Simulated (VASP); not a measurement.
A run of VASP 6.6.1 is set up as follows.

Contents of INCAR:

```
  PREC = Accurate
  ENCUT = 600
  EDIFF = 1E-6
  ISMEAR = 0
  SIGMA = 0.1
  LREAL = F
  LASPH = T
  NELM = 60
  ALGO = Normal
  ISIF = 3
  LWAVE = F
  LCHARG = F
  GGA = PE
  IBRION = 2
  NSW = 90
  EDIFFG = -0.04
```

Contents of KPOINTS:

```
regular mesh
0
Gamma
  6 6 6
```

POSCAR

```
GaSi
1.0
    0.0000000000      2.6271099774      2.6271099774
    2.6271099774      0.0000000000      2.6271099774
    2.6271099774      2.6271099774      0.0000000000
Ga Si
1 1
Direct
    0.0000000000      0.0000000000      0.0000000000
    0.7500000000      0.7500000000      0.7500000000
```

Potentials or basis: VASP PAW PBE potentials, release 64 (Ga_d, Si).

Command:

```sh
$ cat potpaw_PBE.64/Ga_d/POTCAR potpaw_PBE.64/Si/POTCAR > POTCAR
$ mpirun -np 1 vasp_std > vasp.out
```

Predict the relaxed volume.

22.68 Å³/atom.

What does it give for the relaxed cell?

a = 4.003 Å, b = 4.003 Å, c = 4.003 Å, α = 60.00°, β = 60.00°, γ = 60.00°.

Estimate the space group after relaxing (to 0.05 Å).

F-43m (No. 216).

Final structure:
```
CELL_PARAMETERS angstrom
0.00000 2.83060 2.83060
2.83060 0.00000 2.83060
2.83060 2.83060 0.00000
ATOMIC_POSITIONS crystal
Ga 0.00000 0.00000 0.00000
Si 0.75000 0.75000 0.75000
```

Caveat: the volume moved by over 15 % at a fixed basis, so the end points are rough.
